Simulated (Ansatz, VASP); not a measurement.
TiO2: VASP beside Ansatz

File INCAR:

```
PREC = Accurate ; ENCUT = 600
EDIFF = 1E-7 ; ISMEAR = -1
SIGMA = 0.05 ; LREAL = F
LASPH = T ; NELM = 120
ALGO = Normal ; ISIF = 3
LWAVE = F ; LCHARG = F
GGA = PE ; IBRION = 2
NSW = 60 ; EDIFFG = -0.01
GGA_COMPAT = F ; NELMIN = 4
KPAR = 4
```

File KPOINTS:

```
Automatic mesh
0
Gamma
  8 8 4
```

The input POSCAR:

```
TiO2
1.0
    6.1535771931     -1.8834685000      0.0000000000
    6.1535771931      1.8834685000      0.0000000000
   -1.9283261078      0.0000000000      6.3289668713
Ti O
4 8
Direct
    0.9000710000      0.9000710000      0.2896020000
    0.1952860000      0.1952860000      0.2837620000
    0.0999290000      0.0999290000      0.7103980000
    0.8047140000      0.8047140000      0.7162380000
    0.3619310000      0.3619310000      0.2933970000
    0.2634885000      0.2634885000      0.6525000000
    0.8671885000      0.8671885000      0.9952910000
    0.7365115000      0.7365115000      0.3475000000
    0.9416475000      0.9416475000      0.6300210000
    0.1328115000      0.1328115000      0.0047090000
    0.6380690000      0.6380690000      0.7066030000
    0.0583525000      0.0583525000      0.3699790000
```

Contents of input.yaml:

```yaml
crystal:
  lattice:
    - [6.1535771931, -1.8834685, 0.0]
    - [6.1535771931, 1.8834685, 0.0]
    - [-1.9283261078, 0.0, 6.3289668713]
  atoms:
    - { symbol: Ti, position: [0.900071, 0.900071, 0.289602] }
    - { symbol: Ti, position: [0.195286, 0.195286, 0.283762] }
    - { symbol: Ti, position: [0.099929, 0.099929, 0.710398] }
    - { symbol: Ti, position: [0.804714, 0.804714, 0.716238] }
    - { symbol: O, position: [0.361931, 0.361931, 0.293397] }
    - { symbol: O, position: [0.2634885, 0.2634885, 0.6525] }
    - { symbol: O, position: [0.8671885, 0.8671885, 0.995291] }
    - { symbol: O, position: [0.7365115, 0.7365115, 0.3475] }
    - { symbol: O, position: [0.9416475, 0.9416475, 0.630021] }
    - { symbol: O, position: [0.1328115, 0.1328115, 0.004709] }
    - { symbol: O, position: [0.638069, 0.638069, 0.706603] }
    - { symbol: O, position: [0.0583525, 0.0583525, 0.369979] }
hamiltonian:
  xc: pbe
  pseudopotentials: { kind: paw }
kpoints:
  mp_grid: { grid: [8, 8, 4] }
scf:
  occupations: { method: fermi_dirac, width: 0.05 }
output:
  forces: true
  stress: true
relax:
  f_tol: 0.01
  max_steps: 40
  cell: { stress_tol: 0.05 }
```

Alike in both runs: task relaxation of cell and atoms; functional PBE; k mesh 8 × 8 × 4; occupations fermi-dirac, width 0.05 eV; no spin polarisation.

|  | VASP | Ansatz |
| --- | --- | --- |
| version | VASP 6.6.1 | Ansatz 0.2.0 |
| potentials or method | VASP PAW PBE potentials, release 64 (Ti_sv, O) | Ansatz PAW |
| plane-wave cutoff (eV) | 600 | 420 |
| valence electrons in the cell | 96 | 96 |

|  | VASP | Ansatz | Ansatz less VASP |
| --- | --- | --- | --- |
| relaxed volume (Å³/atom) | 12.18 | 12.16 | -0.019 |
| relaxed length of the cell vector where the two differ most in proportion (Å) | 6.421 | 6.416 | -0.0057 |

Noted on Ansatz's run: the plane-wave basis is chosen anew once the cell has moved, so the energies of steps on either side of that aren't comparable.
